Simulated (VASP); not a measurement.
**In3Se: single point with PBE+D3(BJ)**

In3Se:

```
In Se
1.0
     3.99569   -0.35256    0.00000
    -0.35256    3.99569    0.00000
     0.00000    0.00000    4.70081
In Se
3 1
Direct
  0.00000 0.50000 0.50000
  0.50000 0.00000 0.50000
  0.50000 0.50000 0.00000
  0.00000 0.00000 0.00000
```

| Property | Result |
| --- | --- |
| Program | VASP 6.6.1 |
| Task | single point |
| Functional | PBE |
| Dispersion | D3(BJ) |
| Potentials or basis | VASP PAW PBE potentials, release 64 (In_d, Se) |
| Cutoff | 520 eV |
| k mesh | 8 × 8 × 8 |
| Occupations | gaussian, width 0.15 eV |
| Spin | no spin polarisation |
| Dipole correction | no |
| Further INCAR settings | ALGO = Normal; EDIFF = 1e-07; NBANDS = 30 |

```
Pressure                   : 33.7 GPa
Band gap on the k mesh     : zero (an odd number of electrons rules out a gap without spin polarisation)
Dispersion energy per atom : -0.479 eV
```

Stress tensor (GPa, compression positive):
```
36.83 16.51  0.00
16.51 36.83  0.00
 0.00  0.00 27.45
```

Levels at points of the mesh, in eV from the Fermi level:
```
           k point  band 21  band 22  band 23  band 24  band 25  band 26
(0.00, 0.00, 0.00)    -2.62    -0.13     0.12     1.09     1.99     3.95
(0.50, 0.00, 0.00)    -2.82    -1.92    -0.44     1.29     1.74     4.21
(0.50, 0.50, 0.00)    -2.72    -2.02    -0.46    -0.19     0.45     1.60
(0.00, 0.00, 0.50)    -1.32    -1.16     0.19     1.04     1.49     3.44
(0.50, 0.00, 0.50)    -1.24    -0.72     1.13     1.51     2.61     3.12
(0.50, 0.50, 0.50)    -4.83    -4.65    -3.10     2.15     3.89     5.42
```

It took 5.6 min on 1 thread of Intel Xeon 8259CL (shared host), peak memory 0.33 GiB.

Caveat: the cell stands under pressure; spin-orbit coupling is left out, which moves the levels of the heavy elements.
